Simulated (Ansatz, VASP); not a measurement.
## Two plane-wave programs on BN

Contents of POSCAR:

```
BN
1.0
   -2.5539396017      0.0000000000      0.0000000000
   -1.2769698008     -2.2117765748      0.0000000000
    0.0000000000      0.0000000000     12.6805650000
B N
6 6
Direct
    0.6666666667      0.6666666667      0.3332413333
    0.6666666667      0.6666666667      0.6665746667
    0.6666666667      0.6666666667      0.9999080000
    0.3333333333      0.3333333333      0.1665746667
    0.3333333333      0.3333333333      0.4999080000
    0.3333333333      0.3333333333      0.8332413333
    0.6666666667      0.6666666667      0.2084253333
    0.6666666667      0.6666666667      0.5417586667
    0.6666666667      0.6666666667      0.8750920000
    0.3333333333      0.3333333333      0.0417586667
    0.3333333333      0.3333333333      0.3750920000
    0.3333333333      0.3333333333      0.7084253333
```

File INCAR.step1:

```
PREC = Accurate
ENCUT = 520
ISMEAR = 0
SIGMA = 0.05
LREAL = F
LASPH = T
NELM = 100
NBANDS = 36
GGA = PE
ALGO = Normal
EDIFF = 1E-4
LWAVE = T
LCHARG = F
```

The input INCAR.step2:

```
PREC = Accurate
ENCUT = 520
EDIFF = 1E-7
ISMEAR = 0
SIGMA = 0.05
LREAL = F
LASPH = T
NELM = 100
ALGO = Normal
ISIF = 2
LWAVE = F
LCHARG = F
METAGGA = R2SCAN
LMIXTAU = T
NBANDS = 36
ISTART = 1
```

File KPOINTS:

```
Automatic mesh
0
Gamma
  10 10 2
```

Input for Ansatz:

```yaml
crystal:
  lattice:
    - [-2.5539396017, 0.0, 0.0]
    - [-1.2769698008, -2.2117765748, 0.0]
    - [0.0, 0.0, 12.680565]
  atoms:
    - { symbol: B, position: [0.6666666667, 0.6666666667, 0.3332413333] }
    - { symbol: B, position: [0.6666666667, 0.6666666667, 0.6665746667] }
    - { symbol: B, position: [0.6666666667, 0.6666666667, 0.999908] }
    - { symbol: B, position: [0.3333333333, 0.3333333333, 0.1665746667] }
    - { symbol: B, position: [0.3333333333, 0.3333333333, 0.499908] }
    - { symbol: B, position: [0.3333333333, 0.3333333333, 0.8332413333] }
    - { symbol: "N", position: [0.6666666667, 0.6666666667, 0.2084253333] }
    - { symbol: "N", position: [0.6666666667, 0.6666666667, 0.5417586667] }
    - { symbol: "N", position: [0.6666666667, 0.6666666667, 0.875092] }
    - { symbol: "N", position: [0.3333333333, 0.3333333333, 0.0417586667] }
    - { symbol: "N", position: [0.3333333333, 0.3333333333, 0.375092] }
    - { symbol: "N", position: [0.3333333333, 0.3333333333, 0.7084253333] }
basis:
  ecutwfc: 500
kpoints:
  mp_grid: { grid: [10, 10, 2] }
hamiltonian:
  xc: r2scan
scf:
  occupations: { method: gaussian, width: 0.05 }
output:
  forces: true
  stress: true
  eigenvalues: true
  write_density: true
  write_potential: true
  elf: true
  volumetric_format: npy
```

Alike in both runs: task single point; functional r2SCAN; k mesh 10 × 10 × 2; occupations gaussian, width 0.05 eV; no spin polarisation.

|  | VASP | Ansatz |
| --- | --- | --- |
| version | VASP 6.6.1 | Ansatz 0.2.0 |
| potentials or method | VASP PAW PBE potentials, release 64 (B, N), cutoff 520 eV | scalar-relativistic, plane waves, PAW |
| valence electrons in the cell | 48 | 48 |

VASP gave:

| Quantity | Value |
| --- | --- |
| gap on the k mesh at the Fermi level (eV) | 5.92 |
| least direct gap on the mesh (eV) | 8.91 |
| pressure (GPa) | -3.7 |
| traceless stress, the component that is largest in VASP (GPa) | -0.45 |
| rms of the force components (eV/Å) | 0.012 |

Task: What did Ansatz give for the same quantities?

Result: gap on the k mesh at the Fermi level (eV): 5.95; least direct gap on the mesh (eV): 8.93; pressure (GPa): -4.7; traceless stress, the component that is largest in VASP (GPa): -0.44; rms of the force components (eV/Å): 0.014.

VASP's potentials were made for PBE, not for r2SCAN. Atom by atom the forces differ by 0.002 eV/Å (rms over components).
